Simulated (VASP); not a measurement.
# Sn (I4_1/amd) in VASP: a series of runs

The runs below take Sn through single point, with r2SCAN.

All numbers are computed with VASP 6.6.1; they aren't measurements. Logs are shortened: lines on timing, memory, paths and dates and some standing lists are left out, and cuts for length are marked.

### Step 1. The cell of the first run

It takes space group I4_1/amd (No. 141, tetragonal). Conventional cell: a = 5.880 Å, b = 5.880 Å, c = 3.199 Å, α = 90.00°, β = 90.00°, γ = 90.00°. Sn (site symmetry -4m2) has 10 Sn at 3.05 to 3.79 Å within 4.0 Å.

### Step 2. Single point, r2SCAN

POSCAR

```
Sn
1.0
   -2.9401404553      2.9401404553      1.5993019889
    2.9401404553     -2.9401404553      1.5993019889
    2.9401404553      2.9401404553     -1.5993019889
Sn
2
Direct
    0.7500000000      0.2500000000      0.5000000000
    0.0000000000      0.0000000000      0.0000000000
```

INCAR.step1

```
PREC = Accurate
ENCUT = 520
ISMEAR = 0
SIGMA = 0.1
LREAL = F
LASPH = T
NELM = 80
NBANDS = 21
GGA = PE
ALGO = Normal
EDIFF = 1E-4
LWAVE = T
LCHARG = F
```

INCAR.step2

```
PREC = Accurate
ENCUT = 520
EDIFF = 1E-6
ISMEAR = 0
SIGMA = 0.1
LREAL = F
LASPH = T
NELM = 80
ALGO = Normal
ISIF = 2
LWAVE = F
LCHARG = F
METAGGA = R2SCAN
LMIXTAU = T
NBANDS = 21
ISTART = 1
```

KPOINTS

```
Automatic mesh
0
Gamma
  6 6 6
```

Potentials or basis: VASP PAW PBE potentials, release 64 (Sn_d).

Run with:

```
cat potpaw_PBE.64/Sn_d/POTCAR > POTCAR
cp INCAR.step1 INCAR
mpirun -np 1 vasp_std > vasp.out
cp INCAR.step2 INCAR
mpirun -np 1 vasp_std > vasp.out
```

OUTCAR:

```text
PREC = Accurate
   ENCUT = 520
   EDIFF = 1E-6
   ISMEAR = 0
   LREAL = F
   LASPH = T
   NELM = 80
   ISIF = 2
   METAGGA = R2SCAN
   ISTART = 1

 ion  position               nearest neighbor table
   1  0.750  0.250  0.500-   2 3.05   2 3.05   2 3.05   2 3.05
   2  0.000  0.000  0.000-   1 3.05   1 3.05   1 3.05   1 3.05

  LATTYP: Found a body centered tetragonal cell.
 ALAT       =     5.8802809106
 C/A-ratio  =     0.5439542815

  Lattice vectors:

 A1 = (  -2.9401404553,   2.9401404553,   1.5993019889)
 A2 = (   2.9401404553,  -2.9401404553,   1.5993019889)
 A3 = (   2.9401404553,   2.9401404553,  -1.5993019889)

Analysis of symmetry for initial positions (statically):
=====================================================================
 Subroutine PRICEL returns:
 Original cell was already a primitive cell.

 Routine SETGRP: Setting up the symmetry group for a
 body centered tetragonal supercell.

 Subroutine GETGRP returns: Found 16 space group operations
 (whereof  8 operations were pure point group operations)
 out of a pool of 16 trial point group operations.

The static configuration has the point symmetry D_2d.
 The point group associated with its full space group is D_4h.

Analysis of symmetry for dynamics (positions and initial velocities):
=====================================================================
 Subroutine PRICEL returns:
 Original cell was already a primitive cell.

 Routine SETGRP: Setting up the symmetry group for a
 body centered tetragonal supercell.

 Subroutine GETGRP returns: Found 16 space group operations
 (whereof  8 operations were pure point group operations)
 out of a pool of 16 trial point group operations.

The dynamic configuration has the point symmetry D_2d.
 The point group associated with its full space group is D_4h.

 Subroutine INISYM returns: Found 16 space group operations
 (whereof  8 operations are pure point group operations),
 and found     1 'primitive' translations

----------------------------------------------------------------------------------------

                                     Primitive cell

  volume of cell :      55.3002

  direct lattice vectors                    reciprocal lattice vectors
    -2.940140455  2.940140455  1.599301989     0.000000000  0.170059903  0.312636390
     2.940140455 -2.940140455  1.599301989     0.170059903  0.000000000  0.312636390
     2.940140455  2.940140455 -1.599301989     0.170059903  0.170059903  0.000000000

  length of vectors
     4.454954393  4.454954393  4.454954393     0.355895888  0.355895888  0.240501021

  position of ions in fractional coordinates (direct lattice)
     0.750000000  0.250000000  0.500000000
     0.000000000  0.000000000  0.000000000

  ion indices of the primitive-cell ions
   primitive index   ion index
                 1           1
                 2           2

----------------------------------------------------------------------------------------

 KPOINTS: Automatic mesh

Automatic generation of k-mesh.
 Grid dimensions read from file:
 generate k-points for:    6    6    6

 Generating k-lattice:

  Cartesian coordinates                     Fractional coordinates (reciprocal lattice)
     0.000000000  0.028343317  0.052106065     0.166666667 -0.000000000  0.000000000
     0.028343317  0.000000000  0.052106065    -0.000000000  0.166666667  0.000000000
     0.028343317  0.028343317  0.000000000     0.000000000  0.000000000  0.166666667

  Length of vectors
     0.059315981  0.059315981  0.040083503

  Shift w.r.t. Gamma in fractional coordinates (k-lattice)
     0.000000000  0.000000000  0.000000000

 Subroutine IBZKPT returns following result:
 ===========================================

 Found     30 irreducible k-points:

 Following reciprocal coordinates:
            Coordinates               Weight
  0.000000  0.000000  0.000000      1.000000
  0.166667 -0.000000  0.000000      8.000000
  0.333333 -0.000000  0.000000      8.000000
  0.500000 -0.000000  0.000000      4.000000
  0.166667  0.166667  0.000000      8.000000
  0.333333  0.166667  0.000000     16.000000
[... 16 lines left out ...]
 -0.333333 -0.333333  0.166667      8.000000
 -0.166667 -0.333333  0.166667      8.000000
 [... further k-points ...]
   k-points           NKPTS =     30   k-points in BZ     NKDIM =     30   number of bands    NBANDS=     21
   number of dos      NEDOS =    301   number of ions     NIONS =      2
   total plane-waves  NPLWV =  46656
   dimension x,y,z NGX =    36 NGY =   36 NGZ =   36
   dimension x,y,z NGXF=    72 NGYF=   72 NGZF=   72
   ions per type =               2
   NGX,Y,Z   is equivalent  to a cutoff of  13.43, 13.43, 13.43 a.u.
   NGXF,Y,Z  is equivalent  to a cutoff of  26.87, 26.87, 26.87 a.u.
 SYSTEM =  unknown system
   PREC   = accura    normal or accurate (medium, high low for compatibility)
   ISTART =      1    job   : 0-new  1-cont  2-samecut
   ICHARG =      0    charge: 1-file 2-atom 10-const
   ISPIN  =      1    spin polarized calculation?
   LNONCOLLINEAR =      F non collinear calculations
   LSORBIT =      F    spin-orbit coupling
   LASPH  =      T    aspherical Exc in radial PAW
   ENCUT  =  520.0 eV  38.22 Ry    6.18 a.u.   8.28  8.28  8.28*2*pi/ulx,y,z
   NELM   =     80;   NELMIN=  2; NELMDL=  0     # of ELM steps
   EDIFF  = 0.1E-05   stopping-criterion for ELM
   LREAL  =      F    real-space projection
[... 7 lines left out ...]
   TEBEG  =    0.0;   TEEND  =   0.0 temperature during run
   PSTRESS=    0.0 pullay stress
   NELECT =      28.0000    total number of electrons
   NUPDOWN=      -1.0000    fix difference up-down
   EMIN   =  10.00;   EMAX   =-10.00  energy-range for DOS
   EFERMI =   0.00;   METHOD = LEGACY
   ISMEAR =     0;   SIGMA  =   0.10  broadening in eV -4-tet -1-fermi 0-gaus
   EFERMI_NEDOS =   21; number of points for ismear=-14 and -15
   IALGO  =     38    algorithm
   IMIX   =      4    mixing-type and parameters
     AMIX     =   0.40;   BMIX     =  1.00
     AMIX_MAG =   1.60;   BMIX_MAG =  1.00
  volume/ion in A,a.u.               =      27.65       186.59
  Fermi-wavevector in a.u.,A,eV,Ry     =   1.304824  2.465760 23.164816  1.702566
  Thomas-Fermi vector in A             =   2.435734
   LORBIT       =      0    0 simple, 1 ext, 2 COOP (PROOUT), +10 PAW based schemes
   METAGGA = R2SCAN    functional components
   LHFCALC =     F    Hartree Fock is set to
   AEXX    =    0.0000 exact exchange contribution
   IVDW    =     0    specifies the selected vdW correction
   LEPSILON=     F    determine dielectric tensor
   LRPA    =     F    only Hartree local field effects (RPA)
 non-spin polarized calculation
 Gauss-broadening in eV      SIGMA  =   0.10
  energy-cutoff  :      520.00
  volume of cell :       55.30
 maximum number of plane-waves:      1502
 NGX is ok and might be reduce to    36
   NGX = 17   NGY = 17   NGZ = 17

 number of electron      27.9999989 magnetization

 Free energy of the ion-electron system (eV)
  ---------------------------------------------------
  ext. energy  EPLUGINS =         0.00000000
  ---------------------------------------------------
  free energy    TOTEN  =       -49.23648697 eV

  energy without entropy =      -49.23184542  energy(sigma->0) =      -49.23416620

 E-fermi :   7.8567     XC(G=0): -11.0288

 val. band max:        7.7913723160   @ k =  -0.3333   0.3333   0.1667
 cond. band min:       7.8790928412   @ k =  -0.1667   0.3333   0.1667
 fundamental gap:      0.0877205252
 Fermi energy:         7.8566685550

 k-point     1 :       0.0000    0.0000    0.0000
  band No.  band energies     occupation
      1     -14.6439      2.00000
      2     -14.5682      2.00000
      3     -14.5139      2.00000
      4     -14.5095      2.00000
      5     -14.3523      2.00000
      6     -14.3523      2.00000
[... 13 lines left out ...]
     20      17.9035      0.00000
     21      18.5642      0.00000

 k-point     2 :       0.1667   -0.0000    0.0000
  band No.  band energies     occupation
      1     -14.6267      2.00000
      2     -14.5165      2.00000
      3     -14.4905      2.00000
      4     -14.4569      2.00000
      5     -14.3851      2.00000
      6     -14.3701      2.00000
[... 13 lines left out ...]
     20      16.2816      0.00000
     21      16.6544      0.00000

 k-point     3 :       0.3333   -0.0000    0.0000
  band No.  band energies     occupation
      1     -14.5893      2.00000
      2     -14.4649      2.00000
      3     -14.4616      2.00000
      4     -14.4497      2.00000
      5     -14.4200      2.00000
      6     -14.3864      2.00000
[... 13 lines left out ...]
     20      14.7726      0.00000
     21      17.6099      0.00000

 k-point     4 :       0.5000   -0.0000    0.0000
  band No.  band energies     occupation
      1     -14.5681      2.00000
      2     -14.4981      2.00000
      3     -14.4795      2.00000
      4     -14.4418      2.00000
      5     -14.4046      2.00000
      6     -14.4020      2.00000
[... 13 lines left out ...]
     20      17.7167      0.00000
     21      18.2928      0.00000

 k-point     5 :       0.1667    0.1667    0.0000
  band No.  band energies     occupation
      1     -14.6020      2.00000
      2     -14.4689      2.00000
      3     -14.4631      2.00000
      4     -14.4178      2.00000
      5     -14.4106      2.00000
      6     -14.4005      2.00000
[... 13 lines left out ...]
     20      15.4238      0.00000
     21      15.9099      0.00000
[... 382 lines left out ...]
     20      18.6365      0.00000
     21      19.6980      0.00000

 k-point    22 :      -0.1667    0.5000    0.1667
  band No.  band energies     occupation
      1     -14.5498      2.00000
      2     -14.4829      2.00000
      3     -14.4500      2.00000
      4     -14.4431      2.00000
      5     -14.3945      2.00000
      6     -14.3873      2.00000
[... 13 lines left out ...]
     20      18.5065      0.00000
     21      18.6309      0.00000

 k-point    23 :      -0.3333   -0.3333    0.1667
  band No.  band energies     occupation
      1     -14.5507      2.00000
      2     -14.4791      2.00000
      3     -14.4221      2.00000
      4     -14.4145      2.00000
      5     -14.4064      2.00000
      6     -14.3849      2.00000
[... 13 lines left out ...]
     20      18.0243      0.00000
     21      18.9948      0.00000

 k-point    24 :      -0.1667   -0.3333    0.1667
  band No.  band energies     occupation
      1     -14.5776      2.00000
      2     -14.4715      2.00000
      3     -14.4612      2.00000
      4     -14.4290      2.00000
      5     -14.4213      2.00000
      6     -14.4023      2.00000
[... 13 lines left out ...]
     20      17.2851      0.00000
     21      19.1604      0.00000

 [... further k-points ...]
[... 5 lines left out ...]
  --------------------------------------------------------------------------------------
  -------------------------------------------------------------------------------------
  Total        0.0701641      0.0701641     -0.3887645      0.0000000      0.0000000      0.0000000
  in kB        2.0328204      2.0328204    -11.2634284      0.0000000      0.0000000      0.0000000
  external PRESSURE =      -2.3992625 kB  Pullay stress =       0.0000000 kB

 VOLUME and BASIS-vectors are now :
 -----------------------------------------------------------------------------
  energy-cutoff  :      520.00
  volume of cell :       55.30
      direct lattice vectors                 reciprocal lattice vectors
    -2.940140455  2.940140455  1.599301989     0.000000000  0.170059903  0.312636390
     2.940140455 -2.940140455  1.599301989     0.170059903  0.000000000  0.312636390
     2.940140455  2.940140455 -1.599301989     0.170059903  0.170059903  0.000000000

 POSITION                                       TOTAL-FORCE (eV/Angst)
 -----------------------------------------------------------------------------------
      0.00000      2.94014      0.79965        -0.000000      0.000000     -0.000000
      0.00000      0.00000      0.00000         0.000000     -0.000000      0.000000
 -----------------------------------------------------------------------------------
    total drift:                               -0.000000      0.000000     -0.000000

  FREE ENERGIE OF THE ION-ELECTRON SYSTEM (eV)
  ---------------------------------------------------
  free  energy   TOTEN  =       -49.2364869699 eV

  energy  without entropy=      -49.2318454206  energy(sigma->0) =      -49.23416620
```

Run time: 2.5 min. Hardware: 1 thread of AMD EPYC 9R45 (Zen 5), shared host; peak memory 0.19 GiB.

Results:

* Free energy: -49.2365 eV
* Pressure: -0.2 GPa
* Band gap on the k mesh: zero (band 14 reaches 8.74 eV, above the bottom of band 15 at 4.80 eV)

Caveat: the k points lie up to 0.37 Å⁻¹ apart; the PAW data sets were made with another functional, which shifts forces and pressure a little; spin-orbit coupling is left out, which moves the levels of the heavy elements.

### Step 3. Single point, r2SCAN (volume scaled by 0.94, then relaxed in part)

POSCAR

```
Sn
1.0
   -2.8736198868      2.8736198868      1.5700006641
    2.8736198868     -2.8736198868      1.5700006641
    2.8736198868      2.8736198868     -1.5700006641
Sn
2
Direct
    0.7500000000      0.2500000000      0.5000000000
    0.0000000000      0.0000000000      0.0000000000
```

INCAR.step1

```
SYSTEM = Sn
  PREC = Accurate
  ENCUT = 520
  ISMEAR = 0
  SIGMA = 0.1
  LREAL = .FALSE.
  LASPH = .TRUE.
  NELM = 100
  NBANDS = 21
  GGA = PE
  ALGO = Normal
  EDIFF = 1E-4
  LWAVE = .TRUE.
  LCHARG = .FALSE.
```

INCAR.step2

```
SYSTEM = Sn
  PREC = Accurate
  ENCUT = 520
  EDIFF = 1E-7
  ISMEAR = 0
  SIGMA = 0.1
  LREAL = .FALSE.
  LASPH = .TRUE.
  NELM = 100
  ALGO = Normal
  ISIF = 2
  LWAVE = .FALSE.
  LCHARG = .TRUE.
  METAGGA = R2SCAN
  LMIXTAU = .TRUE.
  LELF = .TRUE.
  LVHAR = .TRUE.
  NBANDS = 21
  ISTART = 1
```

KPOINTS

```
Automatic mesh
0
G
  14 14 14
  0 0 0
```

Potentials or basis: VASP PAW PBE potentials, release 64 (Sn_d).

Run with:

```
cat potpaw_PBE.64/Sn_d/POTCAR > POTCAR
cp INCAR.step1 INCAR
mpirun -np 1 vasp_std > vasp.out
cp INCAR.step2 INCAR
mpirun -np 1 vasp_std > vasp.out
```

Wall time 6.7 min (1 thread of Intel Xeon Platinum 8375C at 2.90GHz (Ice Lake), shared host); peak memory 0.33 GiB.

It converged, with:

```yaml
Free_energy: -49.2043 eV
Pressure: 3.9 GPa
Band_gap_on_the_k_mesh: zero (band 14 reaches 10.15 eV, above the bottom of band 15 at 5.62 eV)
```

Levels at points of the mesh, in eV from the Fermi level:
```
           k point  band 10  band 11  band 12  band 13  band 14  band 15  band 16  band 17  band 18  band 19
(0.00, 0.00, 0.00)   -21.82   -12.02    -3.46    -2.27    -2.27     3.30     6.84     6.84     7.53     7.63
(0.50, 0.00, 0.00)   -21.89    -7.31    -5.80    -2.27    -1.96    -1.36     2.47     3.17     5.24     7.86
(0.50, 0.50, 0.00)   -21.97    -9.55    -9.55     0.57     0.57     1.94     1.94     6.59     6.59    10.22
(0.50, 0.50, 0.50)   -22.05    -7.98    -7.98    -5.30    -5.30     5.47     5.47    10.49    10.49    13.66
```

Caveat: the PAW data sets were made with another functional, which shifts forces and pressure a little; spin-orbit coupling is left out, which moves the levels of the heavy elements.

### Step 4. Single point, r2SCAN (volume scaled by 0.97, then relaxed in part)

POSCAR

```
Sn
1.0
   -2.9015244333      2.9015244333      1.5890951192
    2.9015244333     -2.9015244333      1.5890951192
    2.9015244333      2.9015244333     -1.5890951192
Sn
2
Direct
    0.7500000000      0.2500000000      0.5000000000
    0.0000000000      0.0000000000      0.0000000000
```

INCAR.step1

```
SYSTEM = Sn
PREC = Accurate
ENCUT = 520
ISMEAR = 0
SIGMA = 0.1
LREAL = .False.
LASPH = .True.
NELM = 100
NBANDS = 21
GGA = PE
ALGO = Normal
EDIFF = 1E-4
LWAVE = .True.
LCHARG = .False.
```

INCAR.step2

```
SYSTEM = Sn
PREC = Accurate
ENCUT = 520
EDIFF = 1E-7
ISMEAR = 0
SIGMA = 0.1
LREAL = .False.
LASPH = .True.
NELM = 100
ALGO = Normal
ISIF = 2
LWAVE = .False.
LCHARG = .True.
METAGGA = R2SCAN
LMIXTAU = .True.
LELF = .True.
LVHAR = .True.
NBANDS = 21
ISTART = 1
```

KPOINTS

```
Automatic mesh
0
Gamma
  14 14 14
  0 0 0
```

Run with:

```
cat potpaw_PBE.64/Sn_d/POTCAR > POTCAR
cp INCAR.step1 INCAR
mpirun -np 1 vasp_std > vasp.out
cp INCAR.step2 INCAR
mpirun -np 1 vasp_std > vasp.out
```

It took 12 min on 1 thread of Intel Xeon Platinum 8375C at 2.90GHz (Ice Lake), shared host; peak memory 0.37 GiB.

The run converged. Its results:

- Free energy: -49.2340 eV
- Pressure: 1.8 GPa
- Band gap on the k mesh: zero (band 14 reaches 9.68 eV, above the bottom of band 15 at 5.32 eV)

Levels at points of the mesh, in eV from the Fermi level:
```
           k point  band 11  band 12  band 13  band 14  band 15  band 16  band 17  band 18
(0.00, 0.00, 0.00)   -11.76    -3.53    -2.17    -2.17     3.36     6.69     6.69     7.27
(0.50, 0.00, 0.00)    -7.25    -5.68    -2.29    -1.87    -1.31     2.51     3.09     5.08
(0.50, 0.50, 0.00)    -9.36    -9.36     0.59     0.59     1.90     1.90     6.41     6.41
(0.50, 0.50, 0.50)    -7.87    -7.87    -5.11    -5.11     5.31     5.31    10.19    10.19
```

Caveat: the PAW data sets were made with another functional, which shifts forces and pressure a little; spin-orbit coupling is left out, which moves the levels of the heavy elements.

### Step 5. Overview

| cell | k mesh | gap on the mesh (eV) | pressure (GPa) |
| --- | --- | --- | --- |
| a = 4.455 Å, angles 97.4, 97.4, 137.9°, 2 atoms | 6 × 6 × 6 | none | -0.2 |
| a = 4.357 Å, angles 97.5, 97.5, 137.8°, 2 atoms | 14 × 14 × 14 | none | 3.9 |
| a = 4.400 Å, angles 97.5, 97.5, 137.7°, 2 atoms | 14 × 14 × 14 | none | 1.8 |

Alike in all rows: task single point; level r2SCAN; potentials or basis VASP PAW PBE potentials, release 64 (Sn_d); no spin polarisation; cutoff (eV) 520; smearing gaussian 0.1 eV.

Caveats: some runs use coarse meshes; the PAW data sets were made with another functional, which shifts forces and pressure a little; spin-orbit coupling is left out, which moves the levels of the heavy elements.

Absolute energies hang on the potentials; compare differences alone.
